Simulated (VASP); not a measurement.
# MgO (P-6m2) in VASP: single point with r2SCAN

Aim: the single point of MgO with r2SCAN.

Program: VASP 6.6.1. These are calculated values, not measurements. Logs are shortened: lines on timing, memory, paths and dates and some standing lists are left out, and cuts for length are marked.

### 1 The cell of the first run

Symmetry: P-6m2, No. 187, hexagonal system. The conventional cell has a = 2.938 Å, b = 2.938 Å, c = 2.680 Å, α = 90.00°, β = 90.00°, γ = 120.00°. Within 3.0 Å of Mg (site symmetry -6m2) lie 6 O at 2.16 Å and 8 Mg at 2.68 to 2.94 Å. O (site symmetry -6m2) has 6 Mg at 2.16 Å and 8 O at 2.68 to 2.94 Å within 3.0 Å.

### 2 Single point, r2SCAN

POSCAR

```
MgO
1.0
    2.9380209034      0.0000000000      0.0000000000
   -1.4690104517      2.5444007392      0.0000000000
    0.0000000000      0.0000000000      2.6796800000
Mg O
1 1
Direct
    0.0000000000      0.0000000000      0.0000000000
    0.3333333333      0.6666666667      0.5000000000
```

INCAR.step1

```
SYSTEM = MgO
PREC = Accurate
ENCUT = 660
ISMEAR = 0
SIGMA = 0.05
LREAL = .False.
LASPH = .True.
NELM = 120
NBANDS = 15
GGA = PE
ALGO = Normal
EDIFF = 1E-5
LWAVE = .True.
LCHARG = .False.
GGA_COMPAT = .False.
```

INCAR.step2

```
SYSTEM = MgO
PREC = Accurate
ENCUT = 660
EDIFF = 1E-6
ISMEAR = 0
SIGMA = 0.05
LREAL = .False.
LASPH = .True.
NELM = 120
ALGO = Normal
ISIF = 2
LWAVE = .False.
LCHARG = .True.
METAGGA = R2SCAN
LMIXTAU = .True.
LELF = .True.
LVHAR = .True.
NBANDS = 15
ISTART = 1
GGA_COMPAT = .False.
```

KPOINTS

```
Automatic mesh
0
Gamma
  9 9 8
  0 0 0
```

Potentials or basis: VASP PAW PBE potentials, release 64 (Mg_sv, O).

The run is started by

```sh
cat potpaw_PBE.64/Mg_sv/POTCAR potpaw_PBE.64/O/POTCAR > POTCAR
cp INCAR.step1 INCAR
mpirun -np 1 vasp_std > vasp.out
cp INCAR.step2 INCAR
mpirun -np 1 vasp_std > vasp.out
```

OUTCAR:

```text
SYSTEM = MgO
   PREC = Accurate
   ENCUT = 660
   EDIFF = 1E-6
   ISMEAR = 0
   LREAL = .False.
   LASPH = .True.
   NELM = 120
   ISIF = 2
   METAGGA = R2SCAN
   ISTART = 1

 ion  position               nearest neighbor table
   1  0.000  0.000  0.000-
   2  0.333  0.667  0.500-

  LATTYP: Found a hexagonal cell.
 ALAT       =     2.9380209034
 C/A-ratio  =     0.9120697531

  Lattice vectors:

 A1 = (   2.9380209034,   0.0000000000,   0.0000000000)
 A2 = (  -1.4690104517,   2.5444007392,   0.0000000000)
 A3 = (   0.0000000000,   0.0000000000,   2.6796800000)

Analysis of symmetry for initial positions (statically):
=====================================================================
 Subroutine PRICEL returns:
 Original cell was already a primitive cell.

 Routine SETGRP: Setting up the symmetry group for a
 hexagonal supercell.

 Subroutine GETGRP returns: Found 12 space group operations
 (whereof 12 operations were pure point group operations)
 out of a pool of 24 trial point group operations.

The static configuration has the point symmetry D_3h.

Analysis of symmetry for dynamics (positions and initial velocities):
=====================================================================
 Subroutine PRICEL returns:
 Original cell was already a primitive cell.

 Routine SETGRP: Setting up the symmetry group for a
 hexagonal supercell.

 Subroutine GETGRP returns: Found 12 space group operations
 (whereof 12 operations were pure point group operations)
 out of a pool of 24 trial point group operations.

The dynamic configuration has the point symmetry D_3h.

 Subroutine INISYM returns: Found 12 space group operations
 (whereof 12 operations are pure point group operations),
 and found     1 'primitive' translations

----------------------------------------------------------------------------------------

                                     Primitive cell

  volume of cell :      20.0320

  direct lattice vectors                    reciprocal lattice vectors
     2.938020903  0.000000000  0.000000000     0.340365175  0.196509926  0.000000000
    -1.469010452  2.544400739  0.000000000     0.000000000  0.393019851  0.000000000
     0.000000000  0.000000000  2.679680000     0.000000000  0.000000000  0.373178887

  length of vectors
     2.938020903  2.938020903  2.679680000     0.393019851  0.393019851  0.373178887

  position of ions in fractional coordinates (direct lattice)
     0.000000000  0.000000000  0.000000000
     0.333333333  0.666666667  0.500000000

  ion indices of the primitive-cell ions
   primitive index   ion index
                 1           1
                 2           2

----------------------------------------------------------------------------------------

 KPOINTS: Automatic mesh

Automatic generation of k-mesh.
 Grid dimensions read from file:
 generate k-points for:    9    9    8

 Generating k-lattice:

  Cartesian coordinates                     Fractional coordinates (reciprocal lattice)
     0.037818353  0.021834436  0.000000000     0.111111111 -0.000000000  0.000000000
     0.000000000  0.043668872  0.000000000     0.000000000  0.111111111  0.000000000
     0.000000000  0.000000000  0.046647361     0.000000000  0.000000000  0.125000000

  Length of vectors
     0.043668872  0.043668872  0.046647361

  Shift w.r.t. Gamma in fractional coordinates (k-lattice)
     0.000000000  0.000000000  0.000000000

 Subroutine IBZKPT returns following result:
 ===========================================

 Found     60 irreducible k-points:

 Following reciprocal coordinates:
            Coordinates               Weight
  0.000000  0.000000  0.000000      1.000000
  0.111111 -0.000000  0.000000      6.000000
  0.222222 -0.000000  0.000000      6.000000
  0.333333 -0.000000  0.000000      6.000000
  0.444444 -0.000000  0.000000      6.000000
  0.111111  0.111111  0.000000      6.000000
[... 16 lines left out ...]
  0.333333  0.222222  0.125000     24.000000
  0.333333  0.333333  0.125000      4.000000
 [... further k-points ...]
   k-points           NKPTS =     60   k-points in BZ     NKDIM =     60   number of bands    NBANDS=     15
   number of dos      NEDOS =    301   number of ions     NIONS =      2
   total plane-waves  NPLWV =  18816
   dimension x,y,z NGX =    28 NGY =   28 NGZ =   24
   dimension x,y,z NGXF=    56 NGYF=   56 NGZF=   48
   ions per type =               1   1
   NGX,Y,Z   is equivalent  to a cutoff of  15.84, 15.84, 14.89 a.u.
   NGXF,Y,Z  is equivalent  to a cutoff of  31.69, 31.69, 29.78 a.u.
 SYSTEM =  MgO
   PREC   = accura    normal or accurate (medium, high low for compatibility)
   ISTART =      1    job   : 0-new  1-cont  2-samecut
   ICHARG =      0    charge: 1-file 2-atom 10-const
   ISPIN  =      1    spin polarized calculation?
   LNONCOLLINEAR =      F non collinear calculations
   LSORBIT =      F    spin-orbit coupling
   LASPH  =      T    aspherical Exc in radial PAW
   ENCUT  =  660.0 eV  48.51 Ry    6.96 a.u.   6.15  6.15  5.61*2*pi/ulx,y,z
   NELM   =    120;   NELMIN=  2; NELMDL=  0     # of ELM steps
   EDIFF  = 0.1E-05   stopping-criterion for ELM
   LREAL  =      F    real-space projection
   EDIFFG = 0.1E-04   stopping-criterion for IOM
   NSW    =      0    number of steps for IOM
   IBRION =     -1    ionic relax: 0-MD 1-quasi-New 2-CG
   NFREE  =      0    steps in history (QN), initial steepest desc. (CG)
   ISIF   =      2    stress and relaxation
   ISYM   =      2    0-nonsym 1-usesym 2-fastsym
   POTIM  = 0.5000    time-step for ionic-motion
   TEBEG  =    0.0;   TEEND  =   0.0 temperature during run
   PSTRESS=    0.0 pullay stress
   NELECT =      16.0000    total number of electrons
   NUPDOWN=      -1.0000    fix difference up-down
   EMIN   =  10.00;   EMAX   =-10.00  energy-range for DOS
   EFERMI =   0.00;   METHOD = LEGACY
   ISMEAR =     0;   SIGMA  =   0.05  broadening in eV -4-tet -1-fermi 0-gaus
   EFERMI_NEDOS =   21; number of points for ismear=-14 and -15
   IALGO  =     38    algorithm
   IMIX   =      4    mixing-type and parameters
     AMIX     =   0.40;   BMIX     =  1.00
     AMIX_MAG =   1.60;   BMIX_MAG =  1.00
  volume/ion in A,a.u.               =      10.02        67.59
  Fermi-wavevector in a.u.,A,eV,Ry     =   1.518939  2.870379 31.391038  2.307176
  Thomas-Fermi vector in A             =   2.627992
   LORBIT       =      0    0 simple, 1 ext, 2 COOP (PROOUT), +10 PAW based schemes
   METAGGA = R2SCAN    functional components
   LHFCALC =     F    Hartree Fock is set to
   AEXX    =    0.0000 exact exchange contribution
   IVDW    =     0    specifies the selected vdW correction
   LEPSILON=     F    determine dielectric tensor
   LRPA    =     F    only Hartree local field effects (RPA)
 non-spin polarized calculation
 Gauss-broadening in eV      SIGMA  =   0.05
  energy-cutoff  :      660.00
  volume of cell :       20.03
 maximum number of plane-waves:       792
 NGX is ok and might be reduce to    28
   NGX = 13   NGY = 13   NGZ = 11

 number of electron      16.0000001 magnetization

 Free energy of the ion-electron system (eV)
  ---------------------------------------------------
  ext. energy  EPLUGINS =         0.00000000
  ---------------------------------------------------
  free energy    TOTEN  =       -15.42405765 eV

  energy without entropy =      -15.42405765  energy(sigma->0) =      -15.42405765

 E-fermi :   3.1617     XC(G=0): -11.6319

 val. band max:        2.7014374004   @ k =   0.3333   0.3333   0.0000
 cond. band min:       6.5154817727   @ k =   0.0000   0.0000   0.0000
 fundamental gap:      3.8140443723
 Fermi energy:         3.1616977296

 k-point     1 :       0.0000    0.0000    0.0000
  band No.  band energies     occupation
      1     -73.4067      2.00000
      2     -38.5149      2.00000
      3     -38.5149      2.00000
      4     -38.4533      2.00000
      5     -15.6826      2.00000
      6       2.0784      2.00000
      7       2.0784      2.00000
      8       2.2952      2.00000
      9       6.5155      0.00000
     10      15.6061      0.00000
     11      19.3392      0.00000
     12      19.3392      0.00000
     13      23.8538      0.00000
     14      25.0107      0.00000
     15      26.7643      0.00000

 k-point     2 :       0.1111   -0.0000    0.0000
  band No.  band energies     occupation
      1     -73.4060      2.00000
      2     -38.5231      2.00000
      3     -38.5168      2.00000
      4     -38.4525      2.00000
      5     -15.5760      2.00000
      6       1.3283      2.00000
      7       1.9859      2.00000
      8       2.3348      2.00000
      9       7.2358      0.00000
     10      15.6178      0.00000
     11      18.2344      0.00000
     12      19.6820      0.00000
     13      24.7596      0.00000
     14      25.1601      0.00000
     15      26.9589      0.00000

 k-point     3 :       0.2222   -0.0000    0.0000
  band No.  band energies     occupation
      1     -73.4042      2.00000
      2     -38.5431      2.00000
      3     -38.5213      2.00000
      4     -38.4498      2.00000
      5     -15.2932      2.00000
      6      -0.0766      2.00000
      7       1.7620      2.00000
      8       2.4377      2.00000
      9       8.5572      0.00000
     10      15.0024      0.00000
     11      17.6046      0.00000
     12      20.5142      0.00000
     13      24.0918      0.00000
     14      24.9880      0.00000
     15      27.6897      0.00000
[... 343 lines left out ...]
 k-point    23 :       0.3333    0.2222    0.1250
  band No.  band energies     occupation
      1     -73.3987      2.00000
      2     -38.5705      2.00000
      3     -38.5444      2.00000
      4     -38.4597      2.00000
      5     -14.5055      2.00000
      6      -1.4190      2.00000
      7       0.1358      2.00000
      8       2.0294      2.00000
      9      11.4145      0.00000
     10      14.6494      0.00000
     11      16.9027      0.00000
     12      20.6596      0.00000
     13      21.7962      0.00000
     14      25.3482      0.00000
     15      28.5808      0.00000

 k-point    24 :       0.3333    0.3333    0.1250
  band No.  band energies     occupation
      1     -73.3983      2.00000
      2     -38.5637      2.00000
      3     -38.5560      2.00000
      4     -38.4593      2.00000
      5     -14.4433      2.00000
      6      -0.8295      2.00000
      7      -0.8128      2.00000
      8       2.0669      2.00000
      9      11.7759      0.00000
     10      15.2628      0.00000
     11      16.0899      0.00000
     12      21.1210      0.00000
     13      21.4692      0.00000
     14      25.4062      0.00000
     15      28.2145      0.00000

 [... further k-points ...]
[... 5 lines left out ...]
  --------------------------------------------------------------------------------------
  -------------------------------------------------------------------------------------
  Total       -0.6970865     -0.6970865     -0.7834586     -0.0000000     -0.0000000      0.0000000
  in kB      -55.7537310    -55.7537310    -62.6618629     -0.0000000     -0.0000000      0.0000000
  external PRESSURE =     -58.0564416 kB  Pullay stress =       0.0000000 kB

 VOLUME and BASIS-vectors are now :
 -----------------------------------------------------------------------------
  energy-cutoff  :      660.00
  volume of cell :       20.03
      direct lattice vectors                 reciprocal lattice vectors
     2.938020903  0.000000000  0.000000000     0.340365175  0.196509926  0.000000000
    -1.469010452  2.544400739  0.000000000     0.000000000  0.393019851  0.000000000
     0.000000000  0.000000000  2.679680000     0.000000000  0.000000000  0.373178887

 POSITION                                       TOTAL-FORCE (eV/Angst)
 -----------------------------------------------------------------------------------
      0.00000      0.00000      0.00000         0.000000      0.000000      0.000000
     -0.00000      1.69627      1.33984        -0.000000      0.000000      0.000000
 -----------------------------------------------------------------------------------
    total drift:                               -0.000000      0.000000     -0.000000

  FREE ENERGIE OF THE ION-ELECTRON SYSTEM (eV)
  ---------------------------------------------------
  free  energy   TOTEN  =       -15.4240576465 eV

  energy  without entropy=      -15.4240576465  energy(sigma->0) =      -15.42405765
```

Run time: 2.8 min. Hardware: 1 thread of Intel Xeon Platinum 8375C at 2.90GHz (Ice Lake), shared host; peak memory 0.16 GiB.

What came out:

| Quantity | Value |
| --- | --- |
| Free energy | -15.4241 eV |
| Pressure | -5.8 GPa |
| Band gap on the k mesh | 3.81 eV (least direct gap 4.22 eV) |

Caveat: the cell stands under tension; the PAW data sets were made with another functional, which shifts forces and pressure a little. A k mesh can miss the band edges.
